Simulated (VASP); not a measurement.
The system is Be.

```xyz
2
Lattice="2.2386 0.0000 0.0000 -1.1193 1.9387 0.0000 0.0000 0.0000 3.5110" Properties=species:S:1:pos:R:3 pbc="T T T"
Be    1.1193    0.6462    2.6333
Be    0.0000    1.2925    0.8778
```

Base run:

| Quantity | Value |
| --- | --- |
| Program | VASP 6.6.1 |
| Functional | PBEsol |
| Potentials or basis | VASP PAW PBE potentials, release 64 (Be) |
| Cutoff | 520 eV |
| k mesh | 13 × 13 × 8 |
| Occupations | fermi-dirac, width 0.05 eV |
| Spin | no spin polarisation |

Its results: band gap on the k mesh zero (bands 2 and 3 overlap by 1.65 eV); pressure 4.2 GPa.

Question: The run is repeated on the same cell with these changes: functional from PBEsol to r2SCAN. What comes out?

Answer: Band gap on the k mesh zero (bands 2 and 3 overlap by 1.78 eV); pressure 5.3 GPa.

Caveats: the cell stands under pressure; the PAW data sets were made with another functional, which shifts forces and pressure a little.
